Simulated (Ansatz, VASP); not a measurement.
**V: VASP beside Ansatz**

The input INCAR:

```
  PREC = Accurate
  ENCUT = 520
  EDIFF = 1E-6
  ISMEAR = -1
  SIGMA = 0.05
  LREAL = F
  LASPH = T
  NELM = 60
  ALGO = Normal
  ISIF = 2
  LWAVE = F
  LCHARG = F
  GGA = CA
  NBANDS = 20
```

File KPOINTS:

```
regular mesh
0
Gamma
  13 13 13
```

POSCAR

```
V
1.0
    0.0000000000      2.1484385150      2.1484385150
    2.1484385150      0.0000000000      2.1484385150
    2.1484385150      2.1484385150      0.0000000000
V
2
Direct
   -0.1250000000     -0.1250000000     -0.1250000000
    0.1250000000      0.1250000000      0.1250000000
```

Input for Ansatz:

```yaml
crystal:
  lattice:
    - [0.0, 2.148438515, 2.148438515]
    - [2.148438515, 0.0, 2.148438515]
    - [2.148438515, 2.148438515, 0.0]
  atoms:
    - { symbol: V, position: [-0.125, -0.125, -0.125] }
    - { symbol: V, position: [0.125, 0.125, 0.125] }
kpoints:
  mp_grid: { grid: [13, 13, 13] }
scf:
  occupations: { method: fermi_dirac, width: 0.05 }
hamiltonian:
  xc: lda
  pseudopotentials: { kind: paw }
output:
  forces: true
  stress: true
  eigenvalues: true
  populations: true
  write_density: true
  write_potential: true
  elf: true
  volumetric_format: npy
```

Change from the starting cell: volume scaled by 0.6, PAW files.

Alike in both runs: task single point; functional LDA; k mesh 13 × 13 × 13; occupations fermi-dirac, width 0.05 eV; no spin polarisation.

```csv
,VASP,Ansatz
version,VASP 6.6.1,Ansatz 0.2.0
potentials or method,"VASP PAW LDA potentials, release 64 (V_sv)","PAW with Ansatz's default frozen-core files, scalar-relativistic"
plane-wave cutoff (eV),520,420
valence electrons in the cell,26,26
```

```csv
,VASP,Ansatz,Ansatz less VASP
pressure (GPa),146.5,118.3,-28.20
```

LDA's correlation is that of Perdew and Zunger in VASP and of Perdew and Wang (1992) in Ansatz. The pressures are high and differ by over a tenth, so treat them with care.

Noted on VASP's run: the cell as given lies far from equilibrium.
